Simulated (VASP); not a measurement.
# Ta2C (P-3m1) in VASP: notebook

Runs on Ta2C. Level: PBEsol. Tasks: single point.

All numbers are computed with VASP 6.6.1; they aren't measurements. Logs are shortened: lines on timing, memory, paths and dates and some standing lists are left out, and cuts for length are marked.

## Step 1: The cell of the first run

The structure is trigonal, space group P-3m1 (No. 164). The conventional cell has a = 3.045 Å, b = 3.045 Å, c = 5.084 Å, α = 90.00°, β = 90.00°, γ = 120.00°. Within 2.9 Å of Ta (site symmetry 3m) lie 3 C at 2.18 Å. Within 2.9 Å of C (site symmetry -3m) lie 6 Ta at 2.18 Å.

## Step 2: Single point, PBEsol

The input, INCAR:

```
  PREC = Accurate
  ENCUT = 520
  EDIFF = 1E-7
  ISMEAR = 0
  SIGMA = 0.15
  LREAL = False
  LASPH = True
  NELM = 100
  ALGO = Normal
  ISIF = 2
  LWAVE = False
  LCHARG = True
  GGA = PS
  LELF = True
  LVHAR = True
  NBANDS = 20
```

The input, KPOINTS:

```
Automatic mesh
0
Gamma
  18 18 12
```

The input, POSCAR:

```
Ta2C
1.0
    3.0453677658      0.0000000000      0.0000000000
   -1.5226838829      2.6373658490      0.0000000000
    0.0000000000      0.0000000000      5.0837788454
Ta C
2 1
Direct
    0.3333333333      0.6666666667      0.2528761935
    0.6666666667      0.3333333333      0.7471238065
    0.0000000000      0.0000000000      0.0000000000
```

Potentials or basis: VASP PAW PBE potentials, release 64 (Ta_pv, C).

On the command line:

```bash
cat potpaw_PBE.64/Ta_pv/POTCAR potpaw_PBE.64/C/POTCAR > POTCAR
mpirun -np 1 vasp_std > vasp.out
```

OUTCAR:

```text
PREC = Accurate
   ENCUT = 520
   EDIFF = 1E-7
   ISMEAR = 0
   LREAL = False
   LASPH = True
   NELM = 100
   ISIF = 2
   GGA = PS

 ion  position               nearest neighbor table
   1  0.333  0.667  0.253-   3 2.18   3 2.18   3 2.18   2 3.07   2 3.07   2 3.07   2 3.11   2 3.11
                             2 3.11
   2  0.667  0.333  0.747-   3 2.18   3 2.18   3 2.18   1 3.07   1 3.07   1 3.07   1 3.11   1 3.11
                             1 3.11
   3  0.000  0.000  0.000-   1 2.18   2 2.18   1 2.18   2 2.18   2 2.18   1 2.18

  LATTYP: Found a hexagonal cell.
 ALAT       =     3.0453677658
 C/A-ratio  =     1.6693480842

  Lattice vectors:

 A1 = (   3.0453677658,   0.0000000000,   0.0000000000)
 A2 = (  -1.5226838829,   2.6373658490,   0.0000000000)
 A3 = (   0.0000000000,   0.0000000000,   5.0837788454)

Analysis of symmetry for initial positions (statically):
=====================================================================
 Subroutine PRICEL returns:
 Original cell was already a primitive cell.

 Routine SETGRP: Setting up the symmetry group for a
 hexagonal supercell.

 Subroutine GETGRP returns: Found 12 space group operations
 (whereof 12 operations were pure point group operations)
 out of a pool of 24 trial point group operations.

The static configuration has the point symmetry D_3d.

Analysis of symmetry for dynamics (positions and initial velocities):
=====================================================================
 Subroutine PRICEL returns:
 Original cell was already a primitive cell.

 Routine SETGRP: Setting up the symmetry group for a
 hexagonal supercell.

 Subroutine GETGRP returns: Found 12 space group operations
 (whereof 12 operations were pure point group operations)
 out of a pool of 24 trial point group operations.

The dynamic configuration has the point symmetry D_3d.

 Subroutine INISYM returns: Found 12 space group operations
 (whereof 12 operations are pure point group operations),
 and found     1 'primitive' translations

----------------------------------------------------------------------------------------

                                     Primitive cell

  volume of cell :      40.8316

  direct lattice vectors                    reciprocal lattice vectors
     3.045367766  0.000000000  0.000000000     0.328367566  0.189583102  0.000000000
    -1.522683883  2.637365849  0.000000000     0.000000000  0.379166205  0.000000000
     0.000000000  0.000000000  5.083778845     0.000000000  0.000000000  0.196704072

[... 85 lines left out ...]
   EDIFF  = 0.1E-06   stopping-criterion for ELM
   LREAL  =      F    real-space projection
   EDIFFG = 0.1E-05   stopping-criterion for IOM
   NSW    =      0    number of steps for IOM
   IBRION =     -1    ionic relax: 0-MD 1-quasi-New 2-CG
   NFREE  =      0    steps in history (QN), initial steepest desc. (CG)
   ISIF   =      2    stress and relaxation
   ISYM   =      2    0-nonsym 1-usesym 2-fastsym
   POTIM  = 0.5000    time-step for ionic-motion
   TEBEG  =    0.0;   TEEND  =   0.0 temperature during run
   PSTRESS=    0.0 pullay stress
   NELECT =      26.0000    total number of electrons
   NUPDOWN=      -1.0000    fix difference up-down
   EMIN   =  10.00;   EMAX   =-10.00  energy-range for DOS
   EFERMI =   0.00;   METHOD = LEGACY
   ISMEAR =     0;   SIGMA  =   0.15  broadening in eV -4-tet -1-fermi 0-gaus
   EFERMI_NEDOS =   21; number of points for ismear=-14 and -15
   IALGO  =     38    algorithm
   IMIX   =      4    mixing-type and parameters
     AMIX     =   0.40;   BMIX     =  1.00
     AMIX_MAG =   1.60;   BMIX_MAG =  1.00
  volume/ion in A,a.u.               =      13.61        91.85
  Fermi-wavevector in a.u.,A,eV,Ry     =   1.408425  2.661537 26.989342  1.983661
  Thomas-Fermi vector in A             =   2.530584
   LORBIT       =      0    0 simple, 1 ext, 2 COOP (PROOUT), +10 PAW based schemes
   GGA     = PS    functional components
   LHFCALC =     F    Hartree Fock is set to
   AEXX    =    0.0000 exact exchange contribution
   IVDW    =     0    specifies the selected vdW correction
   LEPSILON=     F    determine dielectric tensor
   LRPA    =     F    only Hartree local field effects (RPA)
 non-spin polarized calculation
 Gauss-broadening in eV      SIGMA  =   0.15
  energy-cutoff  :      520.00
  volume of cell :       40.83
 maximum number of plane-waves:      1117
 NGX is ok and might be reduce to    24

 number of electron      26.0000002 magnetization

 Free energy of the ion-electron system (eV)
  ---------------------------------------------------
  ext. energy  EPLUGINS =         0.00000000
  ---------------------------------------------------
  free energy    TOTEN  =       -36.63199270 eV

  energy without entropy =      -36.62446897  energy(sigma->0) =      -36.62823084

 E-fermi :   6.5076     XC(G=0): -12.9437

 val. band max:        6.5054362190   @ k =  -0.1111   0.2778   0.2500
 cond. band min:       6.5077887461   @ k =   0.0000   0.0000   0.3333
 fundamental gap:      0.0023525271
 Fermi energy:         6.5075760138

 k-point     1 :       0.0000    0.0000    0.0000
  band No.  band energies     occupation
      1     -28.2659      2.00000
      2     -27.5243      2.00000
      3     -27.5243      2.00000
      4     -27.4415      2.00000
      5     -27.4355      2.00000
      6     -27.4355      2.00000
[... 541 lines left out ...]
     19      12.4889      0.00000
     20      12.6607      0.00000

 [... further k-points ...]

------------------------ aborting loop because EDIFF is reached ----------------------------------------

  FORCE on cell =-STRESS in cart. coord.  units (eV):
  Direction    XX          YY          ZZ          XY          YZ          ZX
  --------------------------------------------------------------------------------------
  -------------------------------------------------------------------------------------
  Total        1.6723778      1.6723778     -2.9870900      0.0000000      0.0000000      0.0000000
  in kB       65.6218105     65.6218105   -117.2093111      0.0000000      0.0000000      0.0000000
  external PRESSURE =       4.6781033 kB  Pullay stress =       0.0000000 kB

 VOLUME and BASIS-vectors are now :
 -----------------------------------------------------------------------------
  energy-cutoff  :      520.00
  volume of cell :       40.83
      direct lattice vectors                 reciprocal lattice vectors
     3.045367766  0.000000000  0.000000000     0.328367566  0.189583102  0.000000000
    -1.522683883  2.637365849  0.000000000     0.000000000  0.379166205  0.000000000
     0.000000000  0.000000000  5.083778845     0.000000000  0.000000000  0.196704072

 POSITION                                       TOTAL-FORCE (eV/Angst)
 -----------------------------------------------------------------------------------
     -0.00000      1.75824      1.28557        -0.000000     -0.000000     -0.107709
      1.52268      0.87912      3.79821         0.000000      0.000000      0.107709
      0.00000      0.00000      0.00000         0.000000      0.000000      0.000000
 -----------------------------------------------------------------------------------
    total drift:                                0.000000     -0.000000      0.000000

  FREE ENERGIE OF THE ION-ELECTRON SYSTEM (eV)
  ---------------------------------------------------
  free  energy   TOTEN  =       -36.6319927026 eV

  energy  without entropy=      -36.6244689683  energy(sigma->0) =      -36.62823084
```

Run time: 12 min. Hardware: 1 thread of Intel Xeon 8259CL, shared host; peak memory 0.36 GiB.

Results:

```
Free energy            : -36.6320 eV
Pressure               : 0.5 GPa
Largest force          : 0.108 eV/Å
Band gap on the k mesh : zero (bands 13 and 14 overlap by 0.61 eV)
```

Forces in eV/Å, atoms in the order of the input:
```
Ta   0.000  0.000 -0.108
Ta   0.000  0.000  0.108
C    0.000  0.000  0.000
```

Stress tensor (GPa, compression positive):
```
  6.56   0.00   0.00
  0.00   6.56   0.00
  0.00   0.00 -11.72
```

Levels at points of the mesh, in eV from the Fermi level:
```tsv
k point	band 11	band 12	band 13	band 14	band 15	band 16
(0.00, 0.00, 0.00)	-3.27	-0.45	0.48	0.48	1.47	1.47
(0.50, 0.00, 0.00)	-3.82	-1.69	-0.24	2.73	3.89	4.56
(0.00, 0.00, 0.50)	-2.21	-1.77	-0.13	-0.13	2.98	2.98
(0.50, 0.00, 0.50)	-2.75	-1.09	-0.93	1.22	1.72	4.72
```

Caveat: the stress differs along the axes, from -12 to 7 GPa; the PAW data sets were made with another functional, which shifts forces and pressure a little; spin-orbit coupling is left out, which moves the levels of the heavy elements.

## Step 3: Single point, PBEsol

This run uses another cell than the first one, of the same volume but with other edges.

The input, INCAR:

```
PREC = Accurate
ENCUT = 520
EDIFF = 1E-6
ISMEAR = 0
SIGMA = 0.15
LREAL = False
LASPH = True
NELM = 80
ALGO = Normal
ISIF = 2
LWAVE = False
LCHARG = False
GGA = PS
NBANDS = 20
```

The input, KPOINTS:

```
regular mesh
0
Gamma
  18 18 12
```

The input, POSCAR:

```
Ta2C
1.0
    3.3343116046      0.0000000000      0.0000000000
   -1.6671558023      2.8875985537      0.0000000000
    0.0000000000      0.0000000000      4.2408584298
Ta C
2 1
Direct
    0.3333333333      0.6666666667      0.2528761935
    0.6666666667      0.3333333333      0.7471238065
    0.0000000000      0.0000000000      0.0000000000
```

Potentials or basis: VASP PAW PBE potentials, release 64 (Ta_pv, C).

On the command line:

```bash
cat potpaw_PBE.64/Ta_pv/POTCAR potpaw_PBE.64/C/POTCAR > POTCAR
mpirun -np 1 vasp_std > vasp.out
```

Wall time 12 min (1 thread of Intel Xeon 8259CL, shared host); peak memory 0.37 GiB.

Results (log left out):

```
Free energy            : -35.3619 eV
Pressure               : 4.8 GPa
Largest force          : 0.747 eV/Å
Band gap on the k mesh : zero (bands 13 and 14 overlap by 0.95 eV)
```

Forces on the atoms (eV/Å):
```
Ta   0.000  0.000 -0.747
Ta   0.000  0.000  0.747
C    0.000  0.000  0.000
```

Stress tensor (GPa, compression positive):
```
-15.46   0.00   0.00
  0.00 -15.46   0.00
  0.00   0.00  45.25
```

Levels at points of the mesh, in eV from the Fermi level:
| k point | band 9 | band 10 | band 11 | band 12 | band 13 | band 14 | band 15 | band 16 | band 17 | band 18 |
| --- | --- | --- | --- | --- | --- | --- | --- | --- | --- | --- |
| (0.00, 0.00, 0.00) | -4.18 | -4.18 | -1.81 | -0.02 | -0.02 | 0.77 | 0.77 | 2.10 | 2.58 | 2.58 |
| (0.50, 0.00, 0.00) | -4.26 | -3.54 | -2.91 | -2.06 | 0.00 | 1.79 | 3.82 | 4.27 | 4.32 | 4.76 |
| (0.00, 0.00, 0.50) | -4.67 | -4.67 | -1.20 | -1.20 | -0.06 | 0.06 | 3.82 | 3.82 | 4.22 | 4.22 |
| (0.50, 0.00, 0.50) | -3.63 | -3.52 | -1.55 | -1.09 | -0.74 | 0.86 | 2.82 | 3.21 | 3.54 | 3.99 |

Caveat: the stress differs along the axes, from -15 to 45 GPa; the PAW data sets were made with another functional, which shifts forces and pressure a little; spin-orbit coupling is left out, which moves the levels of the heavy elements.

## Step 4: Single point, PBEsol

This run uses another cell than the first one, of the same volume but with other edges.

The input, INCAR:

```
  PREC = Accurate
  ENCUT = 520
  EDIFF = 1E-6
  ISMEAR = 0
  SIGMA = 0.15
  LREAL = F
  LASPH = T
  NELM = 100
  ALGO = Normal
  ISIF = 2
  LWAVE = F
  LCHARG = F
  GGA = PS
  NBANDS = 20
```

The input, KPOINTS:

```
Automatic mesh
0
Gamma
  18 18 12
```

The input, POSCAR:

```
Ta2C
1.0
    2.8361012339      0.0000000000      0.0000000000
   -1.4180506170      2.4561357163      0.0000000000
    0.0000000000      0.0000000000      5.8616878188
Ta C
2 1
Direct
    0.3333333333      0.6666666667      0.2528761935
    0.6666666667      0.3333333333      0.7471238065
    0.0000000000      0.0000000000      0.0000000000
```

On the command line:

```bash
cat potpaw_PBE.64/Ta_pv/POTCAR potpaw_PBE.64/C/POTCAR > POTCAR
mpirun -np 1 vasp_std > vasp.out
```

It took 16 min on 1 thread of Intel Xeon 8259CL, shared host; peak memory 0.37 GiB.

Results (log left out):

* Free energy: -34.5904 eV
* Pressure: 7.0 GPa
* Largest force: 0.930 eV/Å
* Band gap on the k mesh: zero (bands 13 and 14 overlap by 0.75 eV)

Forces in eV/Å, atoms in the order of the input:
```
Ta   0.000  0.000 -0.930
Ta   0.000  0.000  0.930
C    0.000  0.000  0.000
```

Stress tensor (GPa, compression positive):
```
 34.83   0.00   0.00
  0.00  34.83   0.00
  0.00   0.00 -48.73
```

Levels at points of the mesh, in eV from the Fermi level:
| k point | band 11 | band 12 | band 13 | band 14 | band 15 | band 16 |
| --- | --- | --- | --- | --- | --- | --- |
| (0.00, 0.00, 0.00) | -1.71 | -1.71 | 0.59 | 0.59 | 1.46 | 2.70 |
| (0.50, 0.00, 0.00) | -2.34 | -1.22 | -0.58 | 1.14 | 3.96 | 5.10 |
| (0.00, 0.00, 0.50) | -1.78 | -1.78 | 0.44 | 0.44 | 1.87 | 3.05 |
| (0.50, 0.00, 0.50) | -2.13 | -1.10 | -0.40 | 0.46 | 2.55 | 3.69 |

Caveat: the stress differs along the axes, from -49 to 35 GPa; the PAW data sets were made with another functional, which shifts forces and pressure a little; spin-orbit coupling is left out, which moves the levels of the heavy elements.

## Step 5: Overview

```tsv
cell	gap on the mesh (eV)	pressure (GPa)	largest force (eV/Å)
a = 3.045, b = 3.045, c = 5.084 Å, angles 90.0, 90.0, 120.0°, 3 atoms	none	0.5	0.11
a = 3.334, b = 3.334, c = 4.241 Å, angles 90.0, 90.0, 120.0°, 3 atoms	none	4.8	0.75
a = 2.836, b = 2.836, c = 5.862 Å, angles 90.0, 90.0, 120.0°, 3 atoms	none	7.0	0.93
```

Alike in all rows: task single point; level PBEsol; potentials or basis VASP PAW PBE potentials, release 64 (Ta_pv, C); no spin polarisation; k mesh 18 × 18 × 12; cutoff (eV) 520; smearing gaussian 0.15 eV.

Caveats: the PAW data sets were made with another functional, which shifts forces and pressure a little; spin-orbit coupling is left out, which moves the levels of the heavy elements; the stress differs along the axes, from -12 to 7 GPa (at least some runs); the stress differs along the axes, from -15 to 45 GPa (at least some runs); the stress differs along the axes, from -49 to 35 GPa (at least some runs).

Absolute energies hang on the potentials; compare differences alone.
